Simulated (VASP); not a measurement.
A run of VASP 6.6.1 is set up as follows.

The input INCAR:

```
  PREC = Accurate
  ENCUT = 520
  EDIFF = 1E-6
  ISMEAR = 0
  SIGMA = 0.1
  LREAL = F
  LASPH = T
  NELM = 150
  ALGO = Fast
  ISIF = 2
  LWAVE = F
  LCHARG = F
  ISPIN = 2
  MAGMOM = 0 0 0 0 1
  LORBIT = 11
  LMAXMIX = 4
  GGA = PE
  NBANDS = 28
```

The input KPOINTS:

```
Automatic mesh
0
Gamma
  4 4 4
```

File POSCAR:

```
Al3GaIr
1.0
    4.7665338133      0.0000000000      0.0000000000
    0.0000000000      4.7665338133      0.0000000000
    0.0000000000      0.0000000000      4.7665338133
Al Ga Ir
3 1 1
Direct
    0.5000000000      0.0000000000      0.5000000000
    0.0000000000      0.5000000000      0.5000000000
    0.5000000000      0.5000000000      0.0000000000
    0.0000000000      0.0000000000      0.0000000000
    0.5000000000      0.5000000000      0.5000000000
```

Potentials or basis: VASP PAW PBE potentials, release 64 (Al, Ga_d, Ir).

Command:

```bash
$ cat potpaw_PBE.64/Al/POTCAR potpaw_PBE.64/Ga_d/POTCAR potpaw_PBE.64/Ir/POTCAR > POTCAR
$ mpirun -np 1 vasp_std > vasp.out
```

Task: Predict the pressure.

Result: 0.0 GPa.

Task: Predict the net moment.

Result: 0.00 μB per cell.
